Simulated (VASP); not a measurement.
Here is a VASP 6.6.1 calculation.

The input INCAR:

```
PREC     = Accurate       # precision mode
ENCUT    = 500            # plane-wave cutoff, eV
EDIFF    = 1E-6           # SCF threshold, eV
ISMEAR   = 0              # smearing method
SIGMA    = 0.01           # smearing width, eV
LREAL    = False          # projectors in reciprocal space
LASPH    = True           # aspherical terms in the spheres
NELM     = 120            # most SCF steps
ALGO     = Normal         # electronic algorithm
ISIF     = 2              # what is computed and relaxed
LWAVE    = False          # write WAVECAR
LCHARG   = False          # write CHGCAR
GGA      = PS             # functional
NBANDS   = 15             # bands
GGA_COMPAT= False
```

KPOINTS

```
Automatic mesh
0
Gamma
  6 6 6
```

The input POSCAR:

```
CsBr
1.0
    4.2401720674      0.0000000000      0.0000000000
    0.0000000000      4.2401720674      0.0000000000
    0.0000000000      0.0000000000      4.2401720674
Cs Br
1 1
Direct
    0.0000000000      0.0000000000      0.0000000000
    0.5000000000      0.5000000000      0.5000000000
```

Potentials or basis: VASP PAW PBE potentials, release 64 (Cs_sv, Br).

Run with:

```bash
$ cat potpaw_PBE.64/Cs_sv/POTCAR potpaw_PBE.64/Br/POTCAR > POTCAR
$ mpirun -np 1 vasp_std > vasp.out
```

Task: Predict the pressure.

Result: 0.1 GPa.

Task: Predict the band gap on the k mesh.

Result: 4.44 eV.

Caveat: the PAW data sets were made with another functional, which shifts forces and pressure a little; spin-orbit coupling is left out, which moves the levels of the heavy elements. PBEsol gaps usually lie below the measured ones, often by a third to a half.
